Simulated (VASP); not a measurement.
**LaAgS2: single point with LDA**

The system is LaAgS2.

```
Ag S La
1.0
     4.01438    0.00000    0.00000
     0.00000    4.01438    0.00000
     0.00000    0.00000    5.49704
Ag S La
1 2 1
Direct
  0.00000 0.00000 0.00000
  0.00000 0.00000 0.50000
  0.50000 0.50000 0.00000
  0.50000 0.50000 0.50000
```

```
Program             : VASP 6.6.1
Task                : single point
Functional          : LDA
Potentials or basis : VASP PAW LDA potentials, release 64 (Ag, S, La)
Cutoff              : 520 eV
k mesh              : 6 × 6 × 4
Occupations         : fermi-dirac, width 0.02 eV
Spin                : no spin polarisation
```

* Pressure: 0.0 GPa
* Band gap on the k mesh: zero (band 17 reaches 7.01 eV, above the bottom of band 18 at 6.34 eV)

Levels at points of the mesh, in eV from the Fermi level:
| k point | band 13 | band 14 | band 15 | band 16 | band 17 | band 18 | band 19 | band 20 | band 21 | band 22 |
| --- | --- | --- | --- | --- | --- | --- | --- | --- | --- | --- |
| (0.00, 0.00, 0.00) | -2.54 | -2.54 | -1.76 | -1.76 | -1.39 | -0.55 | 0.60 | 2.27 | 2.47 | 2.51 |
| (0.50, 0.00, 0.00) | -3.60 | -3.39 | -2.67 | -1.12 | 0.01 | 2.01 | 2.29 | 2.39 | 2.47 | 2.71 |
| (0.50, 0.50, 0.00) | -3.25 | -3.14 | -2.22 | -2.22 | -1.29 | 0.82 | 1.05 | 1.05 | 2.32 | 2.32 |
| (0.00, 0.00, 0.50) | -2.23 | -2.23 | -2.22 | -2.08 | -2.08 | -0.61 | 2.26 | 2.45 | 2.50 | 2.50 |
| (0.50, 0.00, 0.50) | -3.21 | -3.02 | -2.55 | -0.23 | 0.06 | 1.72 | 1.96 | 2.06 | 2.25 | 2.41 |
| (0.50, 0.50, 0.50) | -3.25 | -3.10 | -2.26 | -2.10 | -2.10 | 2.32 | 2.32 | 2.44 | 2.44 | 2.60 |

Run time: 37 s on 1 thread of Intel(R) Xeon(R) 6975P-C (Granite Rapids), with other jobs on the host, peak memory 0.21 GiB.

Caveat: spin-orbit coupling is left out, which moves the levels of the heavy elements.
